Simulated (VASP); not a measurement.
Here is a VASP 6.6.1 calculation.

INCAR

```
SYSTEM = Y
ALGO = Normal ; EDIFF = 1E-6
ENCUT = 500 ; GGA = CA
GGA_COMPAT = .FALSE. ; ISIF = 2
ISMEAR = 1 ; LASPH = .TRUE.
LCHARG = .FALSE. ; LREAL = .FALSE.
LWAVE = .FALSE. ; NBANDS = 12
NELM = 120 ; PREC = Accurate
SIGMA = 0.05
```

Contents of KPOINTS:

```
k-points
0
G
  16 16 16
  0 0 0
```

Contents of POSCAR:

```
Y
1.0
   -1.7187856142      1.7187856142      1.7187856142
    1.7187856142     -1.7187856142      1.7187856142
    1.7187856142      1.7187856142     -1.7187856142
Y
1
Direct
    0.0000000000      0.0000000000      0.0000000000
```

Potentials or basis: VASP PAW LDA potentials, release 64 (Y_sv).

The run is started by

```sh
$ cat potpaw_LDA.64/Y_sv/POTCAR > POTCAR
$ mpirun -np 1 vasp_std > vasp.out
```

Task: Estimate the band gap on the k mesh.

Result: Zero (an odd number of electrons rules out a gap without spin polarisation).

Task: Predict the pressure.

Result: 29.6 GPa.

Caveat: the cell stands under pressure.
